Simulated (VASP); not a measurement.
# NbC2 (P6_3/mmc) in VASP: relaxation of cell and atoms with PBE

Aim: the relaxation of cell and atoms of NbC2 with PBE.

Program: VASP 6.6.1. These are calculated values, not measurements. Logs are shortened: lines on timing, memory, paths and dates and some standing lists are left out, and cuts for length are marked.

## Step 1: The cell of the first run

The structure is hexagonal, space group P6_3/mmc (No. 194). Conventional cell: a = 3.848 Å, b = 3.848 Å, c = 5.697 Å, α = 90.00°, β = 90.00°, γ = 120.00°. Nb (site symmetry -6m2) has 8 C at 2.18 to 2.32 Å within 2.9 Å. C (site symmetry 3m) has 1 C at 1.34 Å within 1.8 Å.

The cell was built from a structure type or drawn by symmetry, and may not be a known phase.

## Step 2: Relaxation of cell and atoms, PBE

Contents of INCAR:

```
PREC = Accurate
ENCUT = 600
EDIFF = 1E-7
ISMEAR = 0
SIGMA = 0.1
LREAL = F
LASPH = T
NELM = 100
ALGO = Normal
ISIF = 3
LWAVE = F
LCHARG = F
GGA = PE
IBRION = 2
NSW = 100
EDIFFG = -0.01
```

Contents of KPOINTS:

```
regular mesh
0
Gamma
  12 12 8
```

Contents of POSCAR:

```
NbC2
1.0
    3.8483740822      0.0000000000      0.0000000000
   -1.9241870411      3.3327897184      0.0000000000
    0.0000000000      0.0000000000      5.6973539127
Nb C
2 4
Direct
    0.3333333333      0.6666666667      0.2500000000
    0.6666666667      0.3333333333      0.7500000000
    0.3333333333      0.6666666667      0.6326442862
    0.6666666667      0.3333333333      0.1326442862
    0.3333333333      0.6666666667      0.8673557138
    0.6666666667      0.3333333333      0.3673557138
```

Potentials or basis: VASP PAW PBE potentials, release 64 (Nb_sv, C).

Started as:

```
$ cat potpaw_PBE.64/Nb_sv/POTCAR potpaw_PBE.64/C/POTCAR > POTCAR
$ mpirun -np 1 vasp_std > vasp.out
```

OUTCAR:

```text
PREC = Accurate
   ENCUT = 600
   EDIFF = 1E-7
   ISMEAR = 0
   LREAL = F
   LASPH = T
   NELM = 100
   ISIF = 3
   GGA = PE
   IBRION = 2
   NSW = 100
   EDIFFG = -0.01

 ion  position               nearest neighbor table
   1  0.333  0.667  0.250-   3 2.18   5 2.18   4 2.32   6 2.32   4 2.32   6 2.32   4 2.32   6 2.32

   2  0.667  0.333  0.750-   4 2.18   6 2.18   3 2.32   5 2.32   3 2.32   5 2.32   5 2.32   3 2.32

   3  0.333  0.667  0.633-   5 1.34   1 2.18   2 2.32   2 2.32   2 2.32
   4  0.667  0.333  0.133-   6 1.34   2 2.18   1 2.32   1 2.32   1 2.32
   5  0.333  0.667  0.867-   3 1.34   1 2.18   2 2.32   2 2.32   2 2.32
   6  0.667  0.333  0.367-   4 1.34   2 2.18   1 2.32   1 2.32   1 2.32

  LATTYP: Found a hexagonal cell.
 ALAT       =     3.8483740822
 C/A-ratio  =     1.4804574064

  Lattice vectors:

 A1 = (   3.8483740822,   0.0000000000,   0.0000000000)
 A2 = (  -1.9241870411,   3.3327897184,   0.0000000000)
 A3 = (   0.0000000000,   0.0000000000,   5.6973539127)

Analysis of symmetry for initial positions (statically):
=====================================================================
 Subroutine PRICEL returns:
 Original cell was already a primitive cell.

 Routine SETGRP: Setting up the symmetry group for a
 hexagonal supercell.

 Subroutine GETGRP returns: Found 24 space group operations
 (whereof 12 operations were pure point group operations)
 out of a pool of 24 trial point group operations.

The static configuration has the point symmetry D_3d.
 The point group associated with its full space group is D_6h.

Analysis of symmetry for dynamics (positions and initial velocities):
=====================================================================
 Subroutine PRICEL returns:
 Original cell was already a primitive cell.

 Routine SETGRP: Setting up the symmetry group for a
 hexagonal supercell.

 Subroutine GETGRP returns: Found 24 space group operations
 (whereof 12 operations were pure point group operations)
 out of a pool of 24 trial point group operations.

The dynamic configuration has the point symmetry D_3d.
 The point group associated with its full space group is D_6h.

 Subroutine INISYM returns: Found 24 space group operations
 (whereof 12 operations are pure point group operations),
 and found     1 'primitive' translations

----------------------------------------------------------------------------------------

                                     Primitive cell

  volume of cell :      73.0732

  direct lattice vectors                    reciprocal lattice vectors
     3.848374082  0.000000000  0.000000000     0.259849999  0.150024467  0.000000000
    -1.924187041  3.332789718  0.000000000     0.000000000  0.300048933  0.000000000
     0.000000000  0.000000000  5.697353913     0.000000000  0.000000000  0.175520077

  length of vectors
     3.848374082  3.848374082  5.697353913     0.300048933  0.300048933  0.175520077

  position of ions in fractional coordinates (direct lattice)
     0.333333333  0.666666667  0.250000000
     0.666666667  0.333333333  0.750000000
     0.333333333  0.666666667  0.632644286
     0.666666667  0.333333333  0.132644286
     0.333333333  0.666666667  0.867355714
     0.666666667  0.333333333  0.367355714

  ion indices of the primitive-cell ions
   primitive index   ion index
                 1           1
                 2           2
                 3           3
                 4           4
                 5           5
                 6           6

----------------------------------------------------------------------------------------

 KPOINTS: regular mesh

Automatic generation of k-mesh.
 Grid dimensions read from file:
 generate k-points for:   12   12    8

 Generating k-lattice:

  Cartesian coordinates                     Fractional coordinates (reciprocal lattice)
     0.021654167  0.012502039  0.000000000     0.083333333  0.000000000  0.000000000
     0.000000000  0.025004078  0.000000000     0.000000000  0.083333333  0.000000000
     0.000000000  0.000000000  0.021940010     0.000000000  0.000000000  0.125000000

  Length of vectors
     0.025004078  0.025004078  0.021940010

  Shift w.r.t. Gamma in fractional coordinates (k-lattice)
     0.000000000  0.000000000  0.000000000

 Subroutine IBZKPT returns following result:
 ===========================================

 Found     95 irreducible k-points:

 Following reciprocal coordinates:
            Coordinates               Weight
  0.000000  0.000000  0.000000      1.000000
  0.083333 -0.000000  0.000000      6.000000
  0.166667 -0.000000  0.000000      6.000000
  0.250000 -0.000000  0.000000      6.000000
  0.333333 -0.000000  0.000000      6.000000
  0.416667 -0.000000  0.000000      6.000000
[... 16 lines left out ...]
  0.250000 -0.000000  0.125000     12.000000
  0.333333 -0.000000  0.125000     12.000000
 [... further k-points ...]
   k-points           NKPTS =     95   k-points in BZ     NKDIM =     95   number of bands    NBANDS=     25
   number of dos      NEDOS =    301   number of ions     NIONS =      6
   total plane-waves  NPLWV =  49152
   dimension x,y,z NGX =    32 NGY =   32 NGZ =   48
   dimension x,y,z NGXF=    64 NGYF=   64 NGZF=   96
   ions per type =               2   4
   NGX,Y,Z   is equivalent  to a cutoff of  13.82, 13.82, 14.01 a.u.
   NGXF,Y,Z  is equivalent  to a cutoff of  27.65, 27.65, 28.01 a.u.
 SYSTEM =  unknown system
   PREC   = accura    normal or accurate (medium, high low for compatibility)
   ISTART =      0    job   : 0-new  1-cont  2-samecut
   ICHARG =      2    charge: 1-file 2-atom 10-const
   ISPIN  =      1    spin polarized calculation?
   LNONCOLLINEAR =      F non collinear calculations
   LSORBIT =      F    spin-orbit coupling
   LASPH  =      T    aspherical Exc in radial PAW
   ENCUT  =  600.0 eV  44.10 Ry    6.64 a.u.   7.69  7.69 11.38*2*pi/ulx,y,z
   NELM   =    100;   NELMIN=  2; NELMDL= -5     # of ELM steps
   EDIFF  = 0.1E-06   stopping-criterion for ELM
   LREAL  =      F    real-space projection
   EDIFFG = -.1E-01   stopping-criterion for IOM
   NSW    =    100    number of steps for IOM
   IBRION =      2    ionic relax: 0-MD 1-quasi-New 2-CG
   NFREE  =      1    steps in history (QN), initial steepest desc. (CG)
   ISIF   =      3    stress and relaxation
   ISYM   =      2    0-nonsym 1-usesym 2-fastsym
   POTIM  = 0.5000    time-step for ionic-motion
   TEBEG  =    0.0;   TEEND  =   0.0 temperature during run
   PSTRESS=    0.0 pullay stress
   NELECT =      42.0000    total number of electrons
   NUPDOWN=      -1.0000    fix difference up-down
   EMIN   =  10.00;   EMAX   =-10.00  energy-range for DOS
   EFERMI =   0.00;   METHOD = LEGACY
   ISMEAR =     0;   SIGMA  =   0.10  broadening in eV -4-tet -1-fermi 0-gaus
   EFERMI_NEDOS =   21; number of points for ismear=-14 and -15
   IALGO  =     38    algorithm
   IMIX   =      4    mixing-type and parameters
     AMIX     =   0.40;   BMIX     =  1.00
     AMIX_MAG =   1.60;   BMIX_MAG =  1.00
  volume/ion in A,a.u.               =      12.18        82.19
  Fermi-wavevector in a.u.,A,eV,Ry     =   1.361147  2.572195 25.207813  1.852722
  Thomas-Fermi vector in A             =   2.487748
   LORBIT       =      0    0 simple, 1 ext, 2 COOP (PROOUT), +10 PAW based schemes
   GGA     = PE    functional components
   LHFCALC =     F    Hartree Fock is set to
   AEXX    =    0.0000 exact exchange contribution
   IVDW    =     0    specifies the selected vdW correction
   LEPSILON=     F    determine dielectric tensor
   LRPA    =     F    only Hartree local field effects (RPA)
 conjugate gradient relaxation of ions
 non-spin polarized calculation
 Gauss-broadening in eV      SIGMA  =   0.10
  energy-cutoff  :      600.00
  volume of cell :       73.07
 maximum number of plane-waves:      2470
 NGX is ok and might be reduce to    32
   NGX = 15   NGY = 15   NGZ = 23

--------------------------------------- Ionic step        1  -------------------------------------------

 number of electron      42.0000000 magnetization

 Free energy of the ion-electron system (eV)
  ---------------------------------------------------
  ext. energy  EPLUGINS =         0.00000000
  ---------------------------------------------------
  free energy    TOTEN  =       -53.82488126 eV

  energy without entropy =      -53.81078786  energy(sigma->0) =      -53.81783456

------------------------ aborting loop because EDIFF is reached ----------------------------------------

  FORCE on cell =-STRESS in cart. coord.  units (eV):
  Direction    XX          YY          ZZ          XY          YZ          ZX
  --------------------------------------------------------------------------------------
  -------------------------------------------------------------------------------------
  Total       -0.7272829     -0.7272829      0.9579766      0.0000000     -0.0000000      0.0000000
  in kB      -15.9461401    -15.9461401     21.0042453      0.0000000     -0.0000000      0.0000000
  external PRESSURE =      -3.6293450 kB  Pullay stress =       0.0000000 kB

 VOLUME and BASIS-vectors are now :
 -----------------------------------------------------------------------------
  energy-cutoff  :      600.00
  volume of cell :       73.07
      direct lattice vectors                 reciprocal lattice vectors
     3.848374082  0.000000000  0.000000000     0.259849999  0.150024467  0.000000000
    -1.924187041  3.332789718  0.000000000     0.000000000  0.300048933  0.000000000
     0.000000000  0.000000000  5.697353913     0.000000000  0.000000000  0.175520077
[... 201 lines left out ...]
 POSITION                                       TOTAL-FORCE (eV/Angst)
 -----------------------------------------------------------------------------------
     -0.00000      2.20681      1.43072         0.000000     -0.000000      0.000000
      1.91116      1.10341      4.29215        -0.000000      0.000000      0.000000
     -0.00000      2.20681      3.62105        -0.000000     -0.000000      0.027778
      1.91116      1.10341      0.75962         0.000000     -0.000000      0.027778
     -0.00000      2.20681      4.96325        -0.000000      0.000000     -0.027778
      1.91116      1.10341      2.10182         0.000000      0.000000     -0.027778
 -----------------------------------------------------------------------------------
    total drift:                                0.000000     -0.000000      0.000000

  FREE ENERGIE OF THE ION-ELECTRON SYSTEM (eV)
  ---------------------------------------------------
  free  energy   TOTEN  =       -53.8313805315 eV

  energy  without entropy=      -53.8138456874  energy(sigma->0) =      -53.82261311

--------------------------------------- Ionic step        7  -------------------------------------------

 number of electron      42.0000000 magnetization

 Free energy of the ion-electron system (eV)
  ---------------------------------------------------
  ext. energy  EPLUGINS =         0.00000000
  ---------------------------------------------------
  free energy    TOTEN  =       -53.83143813 eV

  energy without entropy =      -53.81395241  energy(sigma->0) =      -53.82269527

 E-fermi :   8.6997     XC(G=0): -11.4551

 val. band max:        8.6988268497   @ k =   0.2500   0.2500   0.0000
 cond. band min:       8.7029797975   @ k =   0.3333   0.0833   0.0000
 fundamental gap:      0.0041529478
 Fermi energy:         8.6996676301

 k-point     1 :       0.0000    0.0000    0.0000
  band No.  band energies     occupation
      1     -47.1607      2.00000
      2     -47.1404      2.00000
      3     -23.3119      2.00000
      4     -23.2870      2.00000
      5     -23.2870      2.00000
      6     -23.2395      2.00000
[... 17 lines left out ...]
     24      11.8362      0.00000
     25      11.8362      0.00000
[... 621 lines left out ...]
      3     -23.3895      2.00000
      4     -23.3527      2.00000
      5     -23.3145      2.00000
      6     -23.2569      2.00000
[... 17 lines left out ...]
     24      10.2176      0.00000
     25      10.5540      0.00000

 [... further k-points ...]
[... 5 lines left out ...]
  --------------------------------------------------------------------------------------
  -------------------------------------------------------------------------------------
  Total        0.0010723      0.0010723     -0.0018903      0.0000000      0.0000000     -0.0000000
  in kB        0.0237003      0.0237003     -0.0417826      0.0000000      0.0000000     -0.0000000
  external PRESSURE =       0.0018727 kB  Pullay stress =       0.0000000 kB

 VOLUME and BASIS-vectors are now :
 -----------------------------------------------------------------------------
  energy-cutoff  :      600.00
  volume of cell :       72.49
      direct lattice vectors                 reciprocal lattice vectors
     3.823833336  0.000000000  0.000000000     0.261517674  0.150987299  0.000000000
    -1.911916668  3.311536809  0.000000000     0.000000000  0.301974599  0.000000000
     0.000000000 -0.000000000  5.724366294     0.000000000 -0.000000000  0.174691826

 POSITION                                       TOTAL-FORCE (eV/Angst)
 -----------------------------------------------------------------------------------
     -0.00000      2.20769      1.43109        -0.000000     -0.000000      0.000000
      1.91192      1.10385      4.29327         0.000000      0.000000      0.000000
     -0.00000      2.20769      3.62242         0.000000     -0.000000      0.000036
      1.91192      1.10385      0.76023         0.000000     -0.000000      0.000036
     -0.00000      2.20769      4.96413        -0.000000      0.000000     -0.000036
      1.91192      1.10385      2.10195         0.000000      0.000000     -0.000036
 -----------------------------------------------------------------------------------
    total drift:                                0.000000     -0.000000      0.000000

  FREE ENERGIE OF THE ION-ELECTRON SYSTEM (eV)
  ---------------------------------------------------
  free  energy   TOTEN  =       -53.8314381340 eV

  energy  without entropy=      -53.8139524145  energy(sigma->0) =      -53.82269527

 reached required accuracy - stopping structural energy minimisation
```

It took 24 min on 1 thread of Intel Xeon 8259CL, shared host; peak memory 0.35 GiB.

Results:

| Item | Value |
| --- | --- |
| Free energy | -53.8314 eV |
| Relaxed volume | 12.08 Å³/atom |
| Relaxed cell | a = 3.824 Å, b = 3.824 Å, c = 5.724 Å, α = 90.00°, β = 90.00°, γ = 120.00° |
| Space group after relaxing (to 0.1 Å) | P6_3/mmc (No. 194) |
| Energy gained by relaxing | 1.1 meV/atom |
| Ionic steps | 7 |
| Pressure after relaxing | 0.0 GPa |
| Band gap on the k mesh | zero (bands 21 and 22 overlap by 1.87 eV) |

Step by step:
| step | energy change (eV) | largest force (eV/Å) | pressure (GPa) | volume (Å³) |
| --- | --- | --- | --- | --- |
| 1 | 0.0000 | 0.0124 | -0.36 | 73.07 |
| 2 | -0.0038 | 0.2536 | -1.32 | 72.78 |
| 3 | -0.0050 | 0.1666 | -1.01 | 72.88 |
| 4 | 0.0004 | 0.5246 | 1.50 | 72.04 |
| 5 | -0.0064 | 0.0463 | -0.25 | 72.62 |
| 6 | -0.0065 | 0.0278 | 0.15 | 72.41 |
| 7 | -0.0066 | 0.0000 | 0.00 | 72.49 |

Final structure:
```
Nb C
1.0
     3.82383    0.00000    0.00000
    -1.91192    3.31154    0.00000
     0.00000    0.00000    5.72437
Nb C
2 4
Direct
  0.33333 0.66667 0.25000
  0.66667 0.33333 0.75000
  0.33333 0.66667 0.63281
  0.66667 0.33333 0.13281
  0.33333 0.66667 0.86719
  0.66667 0.33333 0.36719
```

Levels at points of the mesh, in eV from the Fermi level:
| k point | band 18 | band 19 | band 20 | band 21 | band 22 | band 23 | band 24 | band 25 |
| --- | --- | --- | --- | --- | --- | --- | --- | --- |
| (0.00, 0.00, 0.00) | -3.50 | -2.98 | -2.98 | 0.46 | 0.76 | 0.76 | 3.14 | 3.14 |
| (0.50, 0.00, 0.00) | -4.18 | -3.93 | -1.35 | -0.43 | 0.37 | 0.81 | 0.98 | 1.77 |
| (0.00, 0.00, 0.50) | -2.61 | -0.94 | -0.94 | -0.94 | -0.94 | 1.67 | 1.67 | 3.51 |
| (0.50, 0.00, 0.50) | -3.77 | -1.30 | -1.30 | -0.31 | -0.31 | 0.29 | 0.29 | 1.68 |
